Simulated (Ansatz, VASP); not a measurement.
**Ti: VASP beside Ansatz**

The input POSCAR:

```
Ti
1.0
    0.0000000000      2.1430043997      1.8215537398
    2.1430043997      0.0000000000      1.8215537398
    2.1430043997      2.1430043997      0.0000000000
Ti
1
Direct
    0.0000000000      0.0000000000      0.0000000000
```

INCAR.step1

```
ALGO = Normal
EDIFF = 1E-4
ENCUT = 520
GGA = PE
ISMEAR = 0
LASPH = True
LCHARG = False
LREAL = False
LWAVE = True
NBANDS = 12
NELM = 60
PREC = Accurate
SIGMA = 0.15
```

The input INCAR.step2:

```
ALGO = Normal
EDIFF = 1E-7
ENCUT = 520
ISIF = 2
ISMEAR = 0
ISTART = 1
LASPH = True
LCHARG = False
LMIXTAU = True
LREAL = False
LWAVE = False
METAGGA = R2SCAN
NBANDS = 12
NELM = 60
PREC = Accurate
SIGMA = 0.15
```

Contents of KPOINTS:

```
k-points
0
Gamma
  22 22 22
```

Input for Ansatz:

```yaml
crystal:
  lattice:
    - [0.0, 2.1430043997, 1.8215537398]
    - [2.1430043997, 0.0, 1.8215537398]
    - [2.1430043997, 2.1430043997, 0.0]
  atoms:
    - { symbol: Ti, position: [0.0, 0.0, 0.0] }
basis:
  ecutwfc: 500
kpoints:
  mp_grid: { grid: [22, 22, 22] }
hamiltonian:
  xc: r2scan
scf:
  occupations: { method: gaussian, width: 0.15 }
output:
  forces: true
  stress: true
  eigenvalues: true
  write_density: true
  write_potential: true
  elf: true
  volumetric_format: npy
```

Alike in both runs: task single point; functional r2SCAN; k mesh 22 × 22 × 22; occupations gaussian, width 0.15 eV; no spin polarisation.

```csv
,VASP,Ansatz
version,VASP 6.6.1,Ansatz 0.2.0
potentials or method,"VASP PAW PBE potentials, release 64 (Ti_sv), cutoff 520 eV","scalar-relativistic, plane waves, PAW"
valence electrons in the cell,12,12
```

|  | VASP | Ansatz | Ansatz less VASP |
| --- | --- | --- | --- |
| gap on the k mesh at the Fermi level (eV) | none | none | - |
| pressure (GPa) | 4.5 | 4.1 | -0.45 |
| traceless stress, the component that is largest in VASP (GPa) | 2.55 | 2.52 | -0.024 |

VASP's potentials were made for PBE, not for r2SCAN. A gap of «none» marks a metal or a gap that the smearing closes. With one functional, cell and mesh, what is left measures potentials, basis and numerics.
